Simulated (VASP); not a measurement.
# Zn3SnN2 (Immm) in VASP: a series of runs

Runs on Zn3SnN2. Level: PBE. Tasks: single point.

All numbers are computed with VASP 6.6.1; they aren't measurements. Logs are shortened: lines on timing, memory, paths and dates and some standing lists are left out, and cuts for length are marked.

### Step 1. The cell of the first run

It takes space group Immm (No. 71, orthorhombic). The conventional cell has a = 5.215 Å, b = 5.423 Å, c = 6.827 Å, α = 90.00°, β = 90.00°, γ = 90.00°. Within 2.4 Å of Zn (site symmetry mmm) lie 2 Zn at 1.84 Å. Zn (site symmetry mm2) has 1 N at 1.57 Å and 1 Zn at 1.84 Å within 2.1 Å. Within 3.4 Å of Sn (site symmetry mmm) lie 10 Zn at 2.61 to 3.19 Å and 2 N at 2.71 Å. Within 3.4 Å of N (site symmetry mmm) lie 2 N at 2.61 Å and 10 Zn at 2.71 to 3.28 Å. Within 2.1 Å of N (site symmetry mmm) lie 2 Zn at 1.57 Å.

### Step 2. Single point, PBE

INCAR

```
ALGO = Normal ; EDIFF = 1E-7
ENCUT = 520 ; GGA = PE
ISIF = 2 ; ISMEAR = 0
LASPH = True ; LCHARG = False
LREAL = False ; LWAVE = False
NBANDS = 39 ; NELM = 60
PREC = Accurate ; SIGMA = 0.1
```

KPOINTS

```
k-points
0
Gamma
  4 4 4
```

POSCAR

```
Zn3SnN2
1.0
   -2.6076445900      2.7115272100      3.4134134800
    2.6076445900     -2.7115272100      3.4134134800
    2.6076445900      2.7115272100     -3.4134134800
Zn Sn N
3 1 2
Direct
    0.5000000000      0.5000000000      0.0000000000
    0.2301102800      0.2301102800      0.0000000000
    0.7698897200      0.7698897200      0.0000000000
    0.5000000000      0.0000000000      0.5000000000
    0.0000000000      0.5000000000      0.5000000000
    0.0000000000      0.0000000000      0.0000000000
```

Potentials or basis: VASP PAW PBE potentials, release 64 (Zn, Sn_d, N).

Started as:

```console
> cat potpaw_PBE.64/Zn/POTCAR potpaw_PBE.64/Sn_d/POTCAR potpaw_PBE.64/N/POTCAR > POTCAR
> mpirun -np 1 vasp_std > vasp.out
```

OUTCAR:

```text
EDIFF = 1E-7
   ENCUT = 520
   GGA = PE
   ISIF = 2
   ISMEAR = 0
   LASPH = True
   LREAL = False
   NELM = 60
   PREC = Accurate

 ion  position               nearest neighbor table
   1  0.500  0.500  0.000-   2 1.84   3 1.84   4 2.61   4 2.61
   2  0.230  0.230  0.000-   6 1.57   1 1.84   4 3.13   4 3.13   4 3.19   4 3.19
   3  0.770  0.770  0.000-   6 1.57   1 1.84   4 3.13   4 3.13   4 3.19   4 3.19
   4  0.500  0.000  0.500-   1 2.61   1 2.61   6 2.71   6 2.71   2 3.13   3 3.13   3 3.13   2 3.13
                             3 3.19   2 3.19   2 3.19   3 3.19
   5  0.000  0.500  0.500-
   6  0.000  0.000  0.000-   2 1.57   3 1.57   4 2.71   4 2.71

  LATTYP: Found a body centered orthorhombic cell.
 ALAT       =     5.2152891800
 B/A-ratio  =     1.0398377219
 C/A-ratio  =     1.3090025739

  Lattice vectors:

 A1 = (  -2.6076445900,   2.7115272100,   3.4134134800)
 A2 = (   2.6076445900,  -2.7115272100,   3.4134134800)
 A3 = (   2.6076445900,   2.7115272100,  -3.4134134800)

Analysis of symmetry for initial positions (statically):
=====================================================================
 Subroutine PRICEL returns:
 Original cell was already a primitive cell.

 Routine SETGRP: Setting up the symmetry group for a
 body centered orthorhombic supercell.

 Subroutine GETGRP returns: Found  8 space group operations
 (whereof  8 operations were pure point group operations)
 out of a pool of  8 trial point group operations.

The static configuration has the point symmetry D_2h.

Analysis of symmetry for dynamics (positions and initial velocities):
=====================================================================
 Subroutine PRICEL returns:
 Original cell was already a primitive cell.

 Routine SETGRP: Setting up the symmetry group for a
 body centered orthorhombic supercell.

 Subroutine GETGRP returns: Found  8 space group operations
 (whereof  8 operations were pure point group operations)
 out of a pool of  8 trial point group operations.

The dynamic configuration has the point symmetry D_2h.

 Subroutine INISYM returns: Found  8 space group operations
 (whereof  8 operations are pure point group operations),
 and found     1 'primitive' translations

----------------------------------------------------------------------------------------

                                     Primitive cell

  volume of cell :      96.5409

  direct lattice vectors                    reciprocal lattice vectors
    -2.607644590  2.711527210  3.413413480     0.000000000  0.184397928  0.146480936
     2.607644590 -2.711527210  3.413413480     0.191743922  0.000000000  0.146480936
     2.607644590  2.711527210 -3.413413480     0.191743922  0.184397928  0.000000000

  length of vectors
     5.079722601  5.079722601  5.079722601     0.235497899  0.241293174  0.266023171

  position of ions in fractional coordinates (direct lattice)
     0.500000000  0.500000000  0.000000000
     0.230110280  0.230110280  0.000000000
     0.769889720  0.769889720  0.000000000
     0.500000000  0.000000000  0.500000000
     0.000000000  0.500000000  0.500000000
     0.000000000  0.000000000  0.000000000

  ion indices of the primitive-cell ions
   primitive index   ion index
                 1           1
                 2           2
                 3           3
                 4           4
                 5           5
                 6           6

----------------------------------------------------------------------------------------

 KPOINTS: k-points

Automatic generation of k-mesh.
 Grid dimensions read from file:
 generate k-points for:    4    4    4

 Generating k-lattice:

  Cartesian coordinates                     Fractional coordinates (reciprocal lattice)
     0.000000000  0.046099482  0.036620234     0.250000000  0.000000000  0.000000000
     0.047935980  0.000000000  0.036620234     0.000000000  0.250000000 -0.000000000
     0.047935980  0.046099482  0.000000000     0.000000000 -0.000000000  0.250000000

  Length of vectors
     0.058874475  0.060323294  0.066505793

  Shift w.r.t. Gamma in fractional coordinates (k-lattice)
     0.000000000  0.000000000  0.000000000

 Subroutine IBZKPT returns following result:
 ===========================================

 Found     18 irreducible k-points:

 Following reciprocal coordinates:
            Coordinates               Weight
  0.000000  0.000000  0.000000      1.000000
  0.250000  0.000000  0.000000      4.000000
  0.500000  0.000000  0.000000      2.000000
  0.000000  0.250000  0.000000      4.000000
  0.250000  0.250000  0.000000      8.000000
  0.500000  0.250000  0.000000      8.000000
[... 10 lines left out ...]
 -0.250000 -0.250000  0.250000      2.000000
  0.500000  0.500000  0.500000      1.000000
   k-points           NKPTS =     18   k-points in BZ     NKDIM =     18   number of bands    NBANDS=     39
   number of dos      NEDOS =    301   number of ions     NIONS =      6
   total plane-waves  NPLWV =  64000
   dimension x,y,z NGX =    40 NGY =   40 NGZ =   40
   dimension x,y,z NGXF=    80 NGYF=   80 NGZF=   80
   ions per type =               3   1   2
   NGX,Y,Z   is equivalent  to a cutoff of  13.09, 13.09, 13.09 a.u.
   NGXF,Y,Z  is equivalent  to a cutoff of  26.18, 26.18, 26.18 a.u.
 SYSTEM =  unknown system
   PREC   = accura    normal or accurate (medium, high low for compatibility)
   ISTART =      0    job   : 0-new  1-cont  2-samecut
   ICHARG =      2    charge: 1-file 2-atom 10-const
   ISPIN  =      1    spin polarized calculation?
   LNONCOLLINEAR =      F non collinear calculations
   LSORBIT =      F    spin-orbit coupling
   LASPH  =      T    aspherical Exc in radial PAW
   ENCUT  =  520.0 eV  38.22 Ry    6.18 a.u.   9.44  9.44  9.44*2*pi/ulx,y,z
   NELM   =     60;   NELMIN=  2; NELMDL= -5     # of ELM steps
   EDIFF  = 0.1E-06   stopping-criterion for ELM
   LREAL  =      F    real-space projection
   EDIFFG = 0.1E-05   stopping-criterion for IOM
   NSW    =      0    number of steps for IOM
   IBRION =     -1    ionic relax: 0-MD 1-quasi-New 2-CG
   NFREE  =      0    steps in history (QN), initial steepest desc. (CG)
   ISIF   =      2    stress and relaxation
   ISYM   =      2    0-nonsym 1-usesym 2-fastsym
   POTIM  = 0.5000    time-step for ionic-motion
   TEBEG  =    0.0;   TEEND  =   0.0 temperature during run
   PSTRESS=    0.0 pullay stress
   NELECT =      60.0000    total number of electrons
   NUPDOWN=      -1.0000    fix difference up-down
   EMIN   =  10.00;   EMAX   =-10.00  energy-range for DOS
   EFERMI =   0.00;   METHOD = LEGACY
   ISMEAR =     0;   SIGMA  =   0.10  broadening in eV -4-tet -1-fermi 0-gaus
   EFERMI_NEDOS =   21; number of points for ismear=-14 and -15
   IALGO  =     38    algorithm
   IMIX   =      4    mixing-type and parameters
     AMIX     =   0.40;   BMIX     =  1.00
     AMIX_MAG =   1.60;   BMIX_MAG =  1.00
  volume/ion in A,a.u.               =      16.09       108.58
  Fermi-wavevector in a.u.,A,eV,Ry     =   1.397081  2.640100 26.556321  1.951835
  Thomas-Fermi vector in A             =   2.520372
   LORBIT       =      0    0 simple, 1 ext, 2 COOP (PROOUT), +10 PAW based schemes
   GGA     = PE    functional components
   LHFCALC =     F    Hartree Fock is set to
   AEXX    =    0.0000 exact exchange contribution
   IVDW    =     0    specifies the selected vdW correction
   LEPSILON=     F    determine dielectric tensor
   LRPA    =     F    only Hartree local field effects (RPA)
 non-spin polarized calculation
 Gauss-broadening in eV      SIGMA  =   0.10
  energy-cutoff  :      520.00
  volume of cell :       96.54
 maximum number of plane-waves:      2614
 NGX is ok and might be reduce to    40
   NGX = 19   NGY = 19   NGZ = 19

 number of electron      60.0000018 magnetization

 Free energy of the ion-electron system (eV)
  ---------------------------------------------------
  ext. energy  EPLUGINS =         0.00000000
  ---------------------------------------------------
  free energy    TOTEN  =       -10.36148951 eV

  energy without entropy =      -10.34827277  energy(sigma->0) =      -10.35488114

 E-fermi :   3.3597     XC(G=0): -10.5278

 val. band max:        3.3524078517   @ k =   0.5000  -0.2500   0.2500
 cond. band min:       3.4848292305   @ k =   0.0000   0.5000   0.0000
 fundamental gap:      0.1324213787
 Fermi energy:         3.3597011882

 k-point     1 :       0.0000    0.0000    0.0000
  band No.  band energies     occupation
      1     -18.2420      2.00000
      2     -18.2376      2.00000
      3     -18.1760      2.00000
      4     -18.1617      2.00000
      5     -18.1398      2.00000
      6     -12.4606      2.00000
[... 31 lines left out ...]
     38       9.5107      0.00000
     39       9.6708      0.00000

 k-point     2 :       0.2500    0.0000    0.0000
  band No.  band energies     occupation
      1     -18.2417      2.00000
      2     -18.2338      2.00000
      3     -18.1763      2.00000
      4     -18.1616      2.00000
      5     -18.1392      2.00000
      6     -12.3970      2.00000
[... 31 lines left out ...]
     38      10.2845      0.00000
     39      10.5414      0.00000

 k-point     3 :       0.5000    0.0000    0.0000
  band No.  band energies     occupation
      1     -18.2416      2.00000
      2     -18.2300      2.00000
      3     -18.1766      2.00000
      4     -18.1615      2.00000
      5     -18.1386      2.00000
      6     -12.3298      2.00000
[... 31 lines left out ...]
     38       9.8348      0.00000
     39      13.1707      0.00000

 k-point     4 :       0.0000    0.2500    0.0000
  band No.  band energies     occupation
      1     -18.2413      2.00000
      2     -18.2374      2.00000
      3     -18.1708      2.00000
      4     -18.1610      2.00000
      5     -18.1388      2.00000
      6     -12.3690      2.00000
[... 31 lines left out ...]
     38      10.0853      0.00000
     39      11.8310      0.00000
[... 502 lines left out ...]
     38      10.7585      0.00000
     39      12.0263      0.00000

 k-point    17 :      -0.2500   -0.2500    0.2500
  band No.  band energies     occupation
      1     -18.2407      2.00000
      2     -18.2392      2.00000
      3     -18.1768      2.00000
      4     -18.1610      2.00000
      5     -18.1386      2.00000
      6     -12.3318      2.00000
[... 31 lines left out ...]
     38      10.2037      0.00000
     39      11.4741      0.00000

 k-point    18 :       0.5000    0.5000    0.5000
  band No.  band energies     occupation
      1     -18.2410      2.00000
      2     -18.2395      2.00000
      3     -18.1777      2.00000
      4     -18.1602      2.00000
      5     -18.1374      2.00000
      6     -12.3263      2.00000
[... 31 lines left out ...]
     38      11.1939      0.00000
     39      11.5354      0.00000

------------------------ aborting loop because EDIFF is reached ----------------------------------------

  FORCE on cell =-STRESS in cart. coord.  units (eV):
  Direction    XX          YY          ZZ          XY          YZ          ZX
  --------------------------------------------------------------------------------------
  -------------------------------------------------------------------------------------
  Total       -1.8831026     -4.5026607     72.8846675     -0.0000000      0.0000000      0.0000000
  in kB      -31.2516755    -74.7254519   1209.5825223     -0.0000000      0.0000000      0.0000000
  external PRESSURE =     367.8684650 kB  Pullay stress =       0.0000000 kB

 VOLUME and BASIS-vectors are now :
 -----------------------------------------------------------------------------
  energy-cutoff  :      520.00
  volume of cell :       96.54
      direct lattice vectors                 reciprocal lattice vectors
    -2.607644590  2.711527210  3.413413480     0.000000000  0.184397928  0.146480936
     2.607644590 -2.711527210  3.413413480     0.191743922  0.000000000  0.146480936
     2.607644590  2.711527210 -3.413413480     0.191743922  0.184397928  0.000000000

 POSITION                                       TOTAL-FORCE (eV/Angst)
 -----------------------------------------------------------------------------------
      0.00000      0.00000      3.41341         0.000000      0.000000      0.000000
      0.00000      0.00000      1.57092        -0.000000     -0.000000     -1.369207
      0.00000      0.00000      5.25590         0.000000      0.000000      1.369207
      0.00000      2.71153      0.00000         0.000000      0.000000      0.000000
      2.60764      0.00000      0.00000         0.000000      0.000000      0.000000
      0.00000      0.00000      0.00000         0.000000      0.000000      0.000000
 -----------------------------------------------------------------------------------
    total drift:                                0.000000      0.000000     -0.000000

  FREE ENERGIE OF THE ION-ELECTRON SYSTEM (eV)
  ---------------------------------------------------
  free  energy   TOTEN  =       -10.3614895066 eV

  energy  without entropy=      -10.3482727741  energy(sigma->0) =      -10.35488114
```

Wall time 40 s (1 thread of Intel Xeon 6975P-C (Granite Rapids), shared host); peak memory 0.26 GiB.

What came out:

| Quantity | Value |
| --- | --- |
| Free energy | -10.3615 eV |
| Pressure | 36.8 GPa |
| Largest force | 1.369 eV/Å |
| Band gap on the k mesh | zero (band 30 reaches 3.68 eV, above the bottom of band 31 at 2.95 eV) |

Forces on the atoms (eV/Å):
```
Zn   0.000  0.000  0.000
Zn   0.000  0.000 -1.369
Zn   0.000  0.000  1.369
Sn   0.000  0.000  0.000
N    0.000  0.000  0.000
N    0.000  0.000  0.000
```

Stress tensor (GPa, compression positive):
```
 -3.13   0.00   0.00
  0.00  -7.47   0.00
  0.00   0.00 120.96
```

Caveat: the k points lie up to 0.42 Å⁻¹ apart; spin-orbit coupling is left out, which moves the levels of the heavy elements; forces of over 1 eV/Å act on the atoms, so gaps and moduli don't describe the material at rest.

### Step 3. Single point, PBE

This run uses another cell than the first one, of 16.82 Å³/atom, 1.045 times its volume.

INCAR

```
SYSTEM = Zn3SnN2
PREC     = Accurate       ! precision mode
ENCUT    = 520            ! plane-wave cutoff, eV
EDIFF    = 1E-6           ! SCF threshold, eV
ISMEAR   = 0              ! smearing method
SIGMA    = 0.1            ! smearing width, eV
LREAL    = .FALSE.        ! projectors in reciprocal space
LASPH    = .TRUE.         ! aspherical terms in the spheres
NELM     = 100            ! most SCF steps
ALGO     = Normal         ! electronic algorithm
ISIF     = 2              ! what is computed and relaxed
LWAVE    = .FALSE.        ! write WAVECAR
LCHARG   = .TRUE.         ! write CHGCAR
GGA      = PE             ! functional
LELF     = .TRUE.         ! ELF
LVHAR    = .TRUE.       
NBANDS   = 39             ! bands
```

KPOINTS

```
Automatic mesh
0
G
  4 4 4
  0 0 0
```

POSCAR

```
Zn3SnN2
1.0
   -2.5385445370      2.3214108296      4.2815721396
    2.5385445370     -2.3214108296      4.2815721396
    2.5385445370      2.3214108296     -4.2815721396
Zn Sn N
3 1 2
Direct
    0.5000000000      0.5000000000      0.0000000000
    0.2246866461      0.2246866461      0.0000000000
    0.7753133539      0.7753133539      0.0000000000
    0.5000000000      0.0000000000      0.5000000000
    0.0000000000      0.5000000000      0.5000000000
    0.0000000000      0.0000000000      0.0000000000
```

Potentials or basis: VASP PAW PBE potentials, release 64 (Zn, Sn_d, N).

Started as:

```console
> cat potpaw_PBE.64/Zn/POTCAR potpaw_PBE.64/Sn_d/POTCAR potpaw_PBE.64/N/POTCAR > POTCAR
> mpirun -np 1 vasp_std > vasp.out
```

It took 49 s on 1 thread of Intel Xeon 6975P-C (Granite Rapids), shared host; peak memory 0.28 GiB.

It converged, with:

* Free energy: -17.0606 eV
* Pressure: 0.3 GPa
* Largest force: 0.058 eV/Å
* Band gap on the k mesh: zero (band 30 reaches 3.58 eV, above the bottom of band 31 at 3.06 eV)

Forces in eV/Å, atoms in the order of the input:
```
Zn   0.000  0.000  0.000
Zn   0.000  0.000  0.058
Zn   0.000  0.000 -0.058
Sn   0.000  0.000  0.000
N    0.000  0.000  0.000
N    0.000  0.000  0.000
```

Stress tensor (GPa, compression positive):
```
0.05 0.00 0.00
0.00 0.12 0.00
0.00 0.00 0.80
```

Levels at points of the mesh, in eV from the Fermi level:
```
           k point  band 27  band 28  band 29  band 30  band 31  band 32  band 33  band 34
(0.00, 0.00, 0.00)    -2.06    -1.75    -1.17    -0.12    -0.05     1.33     1.50     1.62
(0.50, 0.00, 0.00)    -3.31    -1.59    -0.80     0.19     1.24     1.56     1.95     2.80
(0.00, 0.50, 0.00)    -3.16    -2.43    -1.38    -0.70     0.14     0.56     3.68     4.17
(0.50, 0.50, 0.00)    -1.62    -1.22    -0.80    -0.08    -0.06     0.22     1.91     2.38
(0.50, 0.50, 0.50)    -1.90    -1.87    -1.03    -0.07     0.12     1.52     3.35     4.29
```

Caveat: the k points lie up to 0.46 Å⁻¹ apart; spin-orbit coupling is left out, which moves the levels of the heavy elements.

(Continued in part 2 of 2.)
